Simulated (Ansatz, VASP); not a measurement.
# One calculation of SnRu, two programs

Contents of INCAR:

```
  PREC = Accurate
  ENCUT = 520
  EDIFF = 1E-6
  ISMEAR = 0
  SIGMA = 0.1
  LREAL = F
  LASPH = T
  NELM = 80
  ALGO = Normal
  ISIF = 2
  LWAVE = F
  LCHARG = F
  GGA = PE
  NBANDS = 21
```

File KPOINTS:

```
Automatic mesh
0
Gamma
  6 6 4
```

The input POSCAR:

```
SnRu
1.0
    3.0917140200      0.0000000000      0.0000000000
   -1.5458570100      2.6775028800      0.0000000000
    0.0000000000      0.0000000000      5.0487689900
Sn Ru
1 1
Direct
    0.6666666700      0.3333333300      0.5000000000
    0.3333333300      0.6666666700      0.0000000000
```

Input for Ansatz:

```yaml
crystal:
  lattice:
    - [3.09171402, 0.0, 0.0]
    - [-1.54585701, 2.67750288, 0.0]
    - [0.0, 0.0, 5.04876899]
  atoms:
    - { symbol: Sn, position: [0.66666667, 0.33333333, 0.5] }
    - { symbol: Ru, position: [0.33333333, 0.66666667, 0.0] }
basis:
  ecutwfc: 420
kpoints:
  mp_grid: { grid: [6, 6, 4] }
hamiltonian:
  xc: pbe
scf:
  occupations: { method: gaussian, width: 0.1 }
  lower_state_search: "off"
output:
  forces: true
  stress: true
  eigenvalues: true
```

Alike in both runs: task single point; functional PBE; k mesh 6 × 6 × 4; occupations gaussian, width 0.1 eV; no spin polarisation.

|  | VASP | Ansatz |
| --- | --- | --- |
| version | VASP 6.6.1 | Ansatz 0.2.0 |
| potentials or method | VASP PAW PBE potentials, release 64 (Sn_d, Ru_pv), cutoff 520 eV | scalar-relativistic, plane waves, PAW |
| valence electrons in the cell | 28 | 30 |

Ansatz gave:

* gap on the k mesh at the Fermi level (eV): none
* pressure (GPa): -14.9
* traceless stress, the component that is largest in VASP (GPa): -15.44

Q: Which values does VASP return?

A: gap on the k mesh at the Fermi level (eV): none; pressure (GPa): -14.9; traceless stress, the component that is largest in VASP (GPa): -15.39.

A gap of «none» marks a metal or a gap that the smearing closes. VASP's potentials hold 28 valence electrons a cell and Ansatz's 30, so a difference there can come from the potentials and not from the codes.

The k mesh is coarse, so the values compare programs but aren't converged.
